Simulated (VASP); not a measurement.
Input of a VASP 6.6.1 run:

INCAR

```
SYSTEM = GaS
PREC = Accurate
ENCUT = 500
EDIFF = 1E-6
ISMEAR = -1
SIGMA = 0.02
LREAL = .FALSE.
LASPH = .TRUE.
NELM = 120
ALGO = Normal
ISIF = 2
LWAVE = .FALSE.
LCHARG = .TRUE.
GGA = PE
LELF = .TRUE.
LVHAR = .TRUE.
NBANDS = 48
GGA_COMPAT = .FALSE.
```

File KPOINTS:

```
regular mesh
0
G
  14 14 3
  0 0 0
```

Contents of POSCAR:

```
GaS
1.0
    3.5850000000      0.0000000000      0.0000000000
   -1.7925000000      3.1047010726      0.0000000000
    0.0000000000      0.0000000000     15.1900000000
Ga S
4 4
Direct
    0.3333333333      0.6666666667      0.1697015638
    0.6666666667      0.3333333333      0.6697015638
    0.3333333333      0.6666666667      0.3302984362
    0.6666666667      0.3333333333      0.8302984362
    0.3333333333      0.6666666667      0.5982945262
    0.6666666667      0.3333333333      0.0982945262
    0.3333333333      0.6666666667      0.9017054738
    0.6666666667      0.3333333333      0.4017054738
```

Potentials or basis: VASP PAW PBE potentials, release 64 (Ga_d, S).

Run with:

```bash
$ cat potpaw_PBE.64/Ga_d/POTCAR potpaw_PBE.64/S/POTCAR > POTCAR
$ mpirun -np 1 vasp_std > vasp.out
```

Q: Estimate the largest force.

A: 0.005 eV/Å.

Q: What does it give for the pressure?

A: 2.8 GPa.

Q: What does it give for the band gap on the k mesh?

A: 1.45 eV (least direct gap 1.60 eV).

Forces in eV/Å, atoms in the order of the input:
```
Ga   0.000  0.000  0.000
Ga   0.000  0.000  0.000
Ga   0.000  0.000  0.000
Ga   0.000  0.000  0.000
S    0.000  0.000 -0.005
S    0.000  0.000 -0.005
S    0.000  0.000  0.005
S    0.000  0.000  0.005
```

Caveat: the cell differs from its parent crystal (z stretched by -2 %, then relaxed in part); this functional lacks dispersion, which binds layers or chains, so the pressure and a relaxed spacing across them are unreliable. A k mesh can miss the band edges.
